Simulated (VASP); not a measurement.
# Ru (C2/c) in VASP: single point with PBE

Aim: the single point of Ru with PBE.

Everything below comes from runs of VASP 6.6.1. Logs are shortened: lines on timing, memory, paths and dates and some standing lists are left out, and cuts for length are marked.

### 1 The cell of the first run

The typed cell holds 2 atoms: a = 4.172 Å, b = 4.172 Å, c = 3.791 Å, α = 103.24°, β = 103.24°, γ = 142.37°.

### 2 Single point, PBE (14.19 Å³/atom)

Input file INCAR:

```
SYSTEM = Ru
PREC = Accurate
ENCUT = 500
EDIFF = 1E-6
ISMEAR = -1
SIGMA = 0.1
LREAL = .FALSE.
LASPH = .TRUE.
NELM = 120
ALGO = Normal
ISIF = 2
LWAVE = .FALSE.
LCHARG = .FALSE.
GGA = PE
NBANDS = 21
GGA_COMPAT = .FALSE.
```

Input file KPOINTS:

```
Automatic mesh
0
G
  19 19 13
  0 0 0
```

Input file POSCAR:

```
Ru
1.0
   -2.9959091271      2.5892318550      1.3145994336
    2.5892318550     -2.9959091271      1.3145994336
    2.2507108805      2.2507108805     -2.0594296021
Ru
2
Direct
    0.9807913948      0.0192086052      0.0000000000
    0.7692086052      0.2307913948      0.5000000000
```

Potentials or basis: VASP PAW PBE potentials, release 64 (Ru_pv).

On the command line:

```console
$ cat potpaw_PBE.64/Ru_pv/POTCAR > POTCAR
$ mpirun -np 1 vasp_std > vasp.out
```

OUTCAR:

```text
SYSTEM = Ru
   PREC = Accurate
   ENCUT = 500
   EDIFF = 1E-6
   ISMEAR = -1
   LREAL = .FALSE.
   LASPH = .TRUE.
   NELM = 120
   ISIF = 2
   GGA = PE

 ion  position               nearest neighbor table
   1  0.981  0.019  0.000-   2 2.53   2 2.53   2 2.53   2 2.53   2 2.64   2 2.64
   2  0.769  0.231  0.500-   1 2.53   1 2.53   1 2.53   1 2.53   1 2.64   1 2.64

  Warning from LATTYP: Got some problem with cell dimensions!
  Tried to take original basis but could not verify dimensions!
  LATTYP: Found a base centered monoclinic cell.
 ALAT       =     2.6913675874
 B/A-ratio  =     2.9347838480
 C/A-ratio  =     0.9918280553
 COS(beta)  =    -0.0002528315

  Lattice vectors:

 A1 = (  -2.9959091271,   2.5892318550,   1.3145994336)
 A2 = (   2.5892318550,  -2.9959091271,   1.3145994336)
 A3 = (   1.8440336084,   1.8440336084,   0.5697692651)

Analysis of symmetry for initial positions (statically):
=====================================================================
 Subroutine PRICEL returns:
 Original cell was already a primitive cell.

 Routine SETGRP: Setting up the symmetry group for a
 base centered monoclinic supercell.

 Subroutine GETGRP returns: Found  4 space group operations
 (whereof  2 operations were pure point group operations)
 out of a pool of  4 trial point group operations.

The static configuration has the point symmetry C_2 .
 The point group associated with its full space group is C_2h.

Analysis of symmetry for dynamics (positions and initial velocities):
=====================================================================
 Subroutine PRICEL returns:
 Original cell was already a primitive cell.

 Routine SETGRP: Setting up the symmetry group for a
 base centered monoclinic supercell.

 Subroutine GETGRP returns: Found  4 space group operations
 (whereof  2 operations were pure point group operations)
 out of a pool of  4 trial point group operations.

The dynamic configuration has the point symmetry C_2 .
 The point group associated with its full space group is C_2h.

 Subroutine INISYM returns: Found  4 space group operations
 (whereof  2 operations are pure point group operations),
 and found     1 'primitive' translations

----------------------------------------------------------------------------------------

                                     Primitive cell

  volume of cell :      28.3728

  direct lattice vectors                    reciprocal lattice vectors
    -2.995909127  2.589231855  1.314599434     0.113174782  0.292221292  0.443049548
     2.589231855 -2.995909127  1.314599434     0.292221292  0.113174782  0.443049548
     2.250710880  2.250710880 -2.059429602     0.258777211  0.258777211  0.080053899

  length of vectors
     4.172261349  4.172261349  3.791127698     0.542673674  0.542673674  0.374619696

  position of ions in fractional coordinates (direct lattice)
     0.980791395  0.019208605  0.000000000
     0.769208605  0.230791395  0.500000000

  ion indices of the primitive-cell ions
   primitive index   ion index
                 1           1
                 2           2

----------------------------------------------------------------------------------------

 KPOINTS: Automatic mesh

Automatic generation of k-mesh.
 Grid dimensions read from file:
 generate k-points for:   19   19   13

 Generating k-lattice:

  Cartesian coordinates                     Fractional coordinates (reciprocal lattice)
     0.005956567  0.015380068  0.023318397     0.052631579  0.000000000  0.000000000
     0.015380068  0.005956567  0.023318397     0.000000000  0.052631579  0.000000000
     0.019905939  0.019905939  0.006157992     0.000000000  0.000000000  0.076923077

  Length of vectors
     0.028561772  0.028561772  0.028816900

  Shift w.r.t. Gamma in fractional coordinates (k-lattice)
     0.000000000  0.000000000  0.000000000

 Subroutine IBZKPT returns following result:
 ===========================================

 Found   1240 irreducible k-points:

 Following reciprocal coordinates:
            Coordinates               Weight
  0.000000  0.000000  0.000000      1.000000
  0.052632  0.000000  0.000000      4.000000
  0.105263  0.000000  0.000000      4.000000
  0.157895 -0.000000  0.000000      4.000000
  0.210526 -0.000000  0.000000      4.000000
  0.263158 -0.000000  0.000000      4.000000
[... 16 lines left out ...]
 -0.315789  0.052632  0.000000      4.000000
 -0.263158  0.052632  0.000000      4.000000
 [... further k-points ...]
   k-points           NKPTS =   1240   k-points in BZ     NKDIM =   1240   number of bands    NBANDS=     21
   number of dos      NEDOS =    301   number of ions     NIONS =      2
   total plane-waves  NPLWV =  25200
   dimension x,y,z NGX =    30 NGY =   30 NGZ =   28
   dimension x,y,z NGXF=    60 NGYF=   60 NGZF=   56
   ions per type =               2
   NGX,Y,Z   is equivalent  to a cutoff of  11.95, 11.95, 12.28 a.u.
   NGXF,Y,Z  is equivalent  to a cutoff of  23.91, 23.91, 24.56 a.u.
 SYSTEM =  Ru
   PREC   = accura    normal or accurate (medium, high low for compatibility)
   ISTART =      0    job   : 0-new  1-cont  2-samecut
   ICHARG =      2    charge: 1-file 2-atom 10-const
   ISPIN  =      1    spin polarized calculation?
   LNONCOLLINEAR =      F non collinear calculations
   LSORBIT =      F    spin-orbit coupling
   LASPH  =      T    aspherical Exc in radial PAW
   ENCUT  =  500.0 eV  36.75 Ry    6.06 a.u.   7.61  7.61  6.91*2*pi/ulx,y,z
   NELM   =    120;   NELMIN=  2; NELMDL= -5     # of ELM steps
   EDIFF  = 0.1E-05   stopping-criterion for ELM
   LREAL  =      F    real-space projection
   EDIFFG = 0.1E-04   stopping-criterion for IOM
   NSW    =      0    number of steps for IOM
   IBRION =     -1    ionic relax: 0-MD 1-quasi-New 2-CG
   NFREE  =      0    steps in history (QN), initial steepest desc. (CG)
   ISIF   =      2    stress and relaxation
   ISYM   =      2    0-nonsym 1-usesym 2-fastsym
   POTIM  = 0.5000    time-step for ionic-motion
   TEBEG  =    0.0;   TEEND  =   0.0 temperature during run
   PSTRESS=    0.0 pullay stress
   NELECT =      28.0000    total number of electrons
   NUPDOWN=      -1.0000    fix difference up-down
   EMIN   =  10.00;   EMAX   =-10.00  energy-range for DOS
   EFERMI =   0.00;   METHOD = LEGACY
   ISMEAR =    -1;   SIGMA  =   0.10  broadening in eV -4-tet -1-fermi 0-gaus
   EFERMI_NEDOS =   21; number of points for ismear=-14 and -15
   IALGO  =     38    algorithm
   IMIX   =      4    mixing-type and parameters
     AMIX     =   0.40;   BMIX     =  1.00
     AMIX_MAG =   1.60;   BMIX_MAG =  1.00
  volume/ion in A,a.u.               =      14.19        95.73
  Fermi-wavevector in a.u.,A,eV,Ry     =   1.629898  3.080060 36.144778  2.656566
  Thomas-Fermi vector in A             =   2.722288
   LORBIT       =      0    0 simple, 1 ext, 2 COOP (PROOUT), +10 PAW based schemes
   GGA     = PE    functional components
   LHFCALC =     F    Hartree Fock is set to
   AEXX    =    0.0000 exact exchange contribution
   IVDW    =     0    specifies the selected vdW correction
   LEPSILON=     F    determine dielectric tensor
   LRPA    =     F    only Hartree local field effects (RPA)
 non-spin polarized calculation
  energy-cutoff  :      500.00
  volume of cell :       28.37
 maximum number of plane-waves:       742
   NGX = 15   NGY = 15   NGZ = 13

 number of electron      28.0000003 magnetization

 Free energy of the ion-electron system (eV)
  ---------------------------------------------------
  ext. energy  EPLUGINS =         0.00000000
  ---------------------------------------------------
  free energy    TOTEN  =       -17.80661433 eV

  energy without entropy =      -17.75682916  energy(sigma->0) =      -17.78172175

 E-fermi :  12.0911     XC(G=0): -13.7491

 val. band max:       12.0900829336   @ k =  -0.2632   0.1053   0.3846
 cond. band min:      12.0913224841   @ k =   0.3684   0.3684   0.3077
 fundamental gap:      0.0012395505
 Fermi energy:        12.0911330516

 k-point     1 :       0.0000    0.0000    0.0000
  band No.  band energies     occupation
      1     -31.5371      2.00000
      2     -30.8681      2.00000
      3     -30.7336      2.00000
      4     -30.3902      2.00000
      5     -30.3672      2.00000
      6     -30.3549      2.00000
[... 13 lines left out ...]
     20      22.6169      0.00000
     21      23.5091      0.00000

 k-point     2 :       0.0526    0.0000    0.0000
  band No.  band energies     occupation
      1     -31.5242      2.00000
      2     -30.8794      2.00000
      3     -30.7520      2.00000
      4     -30.4083      2.00000
      5     -30.3868      2.00000
      6     -30.3537      2.00000
[... 13 lines left out ...]
     20      22.6168      0.00000
     21      23.5497      0.00000

 k-point     3 :       0.1053    0.0000    0.0000
  band No.  band energies     occupation
      1     -31.4879      2.00000
      2     -30.9117      2.00000
      3     -30.7997      2.00000
      4     -30.4798      2.00000
      5     -30.4239      2.00000
      6     -30.3536      2.00000
[... 13 lines left out ...]
     20      22.6168      0.00000
     21      23.6822      0.00000

 k-point     4 :       0.1579   -0.0000    0.0000
  band No.  band energies     occupation
      1     -31.4350      2.00000
      2     -30.9650      2.00000
      3     -30.8577      2.00000
      4     -30.5924      2.00000
      5     -30.4731      2.00000
      6     -30.3643      2.00000
[... 13 lines left out ...]
     20      22.6168      0.00000
     21      23.9017      0.00000

 k-point     5 :       0.2105   -0.0000    0.0000
  band No.  band energies     occupation
      1     -31.3772      2.00000
      2     -31.0399      2.00000
      3     -30.9092      2.00000
      4     -30.7161      2.00000
      5     -30.5333      2.00000
      6     -30.3922      2.00000
[... 13 lines left out ...]
     20      22.6167      0.00000
     21      23.8320      0.00000

 k-point     6 :       0.2632   -0.0000    0.0000
  band No.  band energies     occupation
      1     -31.3333      2.00000
      2     -31.1208      2.00000
      3     -30.9739      2.00000
      4     -30.7986      2.00000
      5     -30.5990      2.00000
      6     -30.4389      2.00000
[... 13 lines left out ...]
     20      22.6165      0.00000
     21      23.0026      0.00000

 k-point     7 :       0.3158   -0.0000   -0.0000
  band No.  band energies     occupation
      1     -31.3326      2.00000
      2     -31.1888      2.00000
      3     -31.0485      2.00000
      4     -30.8085      2.00000
      5     -30.6649      2.00000
      6     -30.5015      2.00000
[... 13 lines left out ...]
     20      22.6164      0.00000
     21      22.6178      0.00000
[... 291 lines left out ...]
      1     -31.4222      2.00000
      2     -31.3595      2.00000
      3     -31.0130      2.00000
      4     -30.8023      2.00000
      5     -30.7274      2.00000
      6     -30.6239      2.00000
[... 13 lines left out ...]
     20      22.6163      0.00000
     21      22.7063      0.00000

 k-point    21 :      -0.4211    0.0526    0.0000
  band No.  band energies     occupation
      1     -31.3887      2.00000
      2     -31.2785      2.00000
      3     -31.0661      2.00000
      4     -30.7542      2.00000
      5     -30.7341      2.00000
      6     -30.5571      2.00000
[... 13 lines left out ...]
     20      22.6164      0.00000
     21      22.6176      0.00000

 k-point    22 :      -0.3684    0.0526    0.0000
  band No.  band energies     occupation
      1     -31.3503      2.00000
      2     -31.1835      2.00000
      3     -31.0763      2.00000
      4     -30.7704      2.00000
      5     -30.6726      2.00000
      6     -30.4902      2.00000
[... 13 lines left out ...]
     20      22.6164      0.00000
     21      22.6174      0.00000

 k-point    23 :      -0.3158    0.0526    0.0000
  band No.  band energies     occupation
      1     -31.3418      2.00000
      2     -31.1051      2.00000
      3     -31.0124      2.00000
      4     -30.7675      2.00000
      5     -30.6047      2.00000
      6     -30.4326      2.00000
[... 13 lines left out ...]
     20      22.6164      0.00000
     21      23.0030      0.00000

 k-point    24 :      -0.2632    0.0526    0.0000
  band No.  band energies     occupation
      1     -31.3716      2.00000
      2     -31.0270      2.00000
      3     -30.9325      2.00000
      4     -30.7096      2.00000
      5     -30.5374      2.00000
      6     -30.3904      2.00000
[... 13 lines left out ...]
     20      22.6166      0.00000
     21      24.0960      0.00000

 [... further k-points ...]

------------------------ aborting loop because EDIFF is reached ----------------------------------------

  FORCE on cell =-STRESS in cart. coord.  units (eV):
  Direction    XX          YY          ZZ          XY          YZ          ZX
  --------------------------------------------------------------------------------------
  -------------------------------------------------------------------------------------
  Total        2.3137467      2.3137467      1.9377405     -0.0043689      0.0646429      0.0646429
  in kB      130.6546416    130.6546416    109.4219993     -0.2467074      3.6503107      3.6503107
  external PRESSURE =     123.5770942 kB  Pullay stress =       0.0000000 kB

 VOLUME and BASIS-vectors are now :
 -----------------------------------------------------------------------------
  energy-cutoff  :      500.00
  volume of cell :       28.37
      direct lattice vectors                 reciprocal lattice vectors
    -2.995909127  2.589231855  1.314599434     0.113174782  0.292221292  0.443049548
     2.589231855 -2.995909127  1.314599434     0.292221292  0.113174782  0.443049548
     2.250710880  2.250710880 -2.059429602     0.258777211  0.258777211  0.080053899

 POSITION                                       TOTAL-FORCE (eV/Angst)
 -----------------------------------------------------------------------------------
     -2.88863      2.48195      1.31460        -0.248233      0.248233      0.000000
     -0.58155      2.42558      0.28488         0.248233     -0.248233     -0.000000
 -----------------------------------------------------------------------------------
    total drift:                                0.000000     -0.000000      0.000000

  FREE ENERGIE OF THE ION-ELECTRON SYSTEM (eV)
  ---------------------------------------------------
  free  energy   TOTEN  =       -17.8066143322 eV

  energy  without entropy=      -17.7568291629  energy(sigma->0) =      -17.78172175
```

It took 10 min on 1 thread of Oxide Virtual Turin-like, shared host; peak memory 0.59 GiB.

Results:

```yaml
Free_energy: -17.8066 eV
Pressure: 12.4 GPa
Largest_force: 0.351 eV/Å
Band_gap_on_the_k_mesh: zero (bands 14 and 15 overlap by 2.69 eV)
```

Forces on the atoms (eV/Å):
```
Ru  -0.248  0.248  0.000
Ru   0.248 -0.248  0.000
```

Stress tensor (GPa, compression positive):
```
13.07 -0.02  0.37
-0.02 13.07  0.37
 0.37  0.37 10.94
```

Caveat: the cell stands under pressure.
